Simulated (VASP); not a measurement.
Crystal: BaTa2.

```
Ba Ta
1.0
     0.00000    3.26357    3.26357
     3.26357    0.00000    3.26357
     3.26357    3.26357    0.00000
Ba Ta
1 2
Direct
  0.00000 0.00000 0.00000
  0.25000 0.25000 0.25000
  0.75000 0.75000 0.75000
```

```yaml
Program: VASP 6.6.1
Task: relaxation of cell and atoms
Functional: PBE
Potentials_or_basis: VASP PAW PBE potentials, release 64 (Ba_sv, Ta_sv_GW)
Cutoff: 500 eV
k_mesh: 4 × 4 × 4
Occupations: gaussian, width 0.1 eV
Spin: no spin polarisation
```

At the start: pressure 8.7 GPa; volume 23.17 Å³/atom.

Where does the relaxation end?

Over 3 steps the energy falls by 57.1 meV/atom and the volume is 25.53 Å³/atom (+10.2 %); space group Fm-3m (No. 225, to 0.1 Å) before and after.

The path:
```tsv
step	energy change (eV)	largest force (eV/Å)	pressure (GPa)	volume (Å³)
1	0.0000	0.0000	8.73	69.52
2	-0.0765	0.0000	-4.24	83.02
3	-0.1712	0.0000	-0.06	76.60
```

Final structure:
```
Ba Ta
1.0
     0.00000    3.37074    3.37074
     3.37074    0.00000    3.37074
     3.37074    3.37074    0.00000
Ba Ta
1 2
Direct
  0.00000 0.00000 0.00000
  0.25000 0.25000 0.25000
  0.75000 0.75000 0.75000
```

Caveat: the k points lie up to 0.40 Å⁻¹ apart in the final cell, too coarse for converged energies and pressures of a metal.
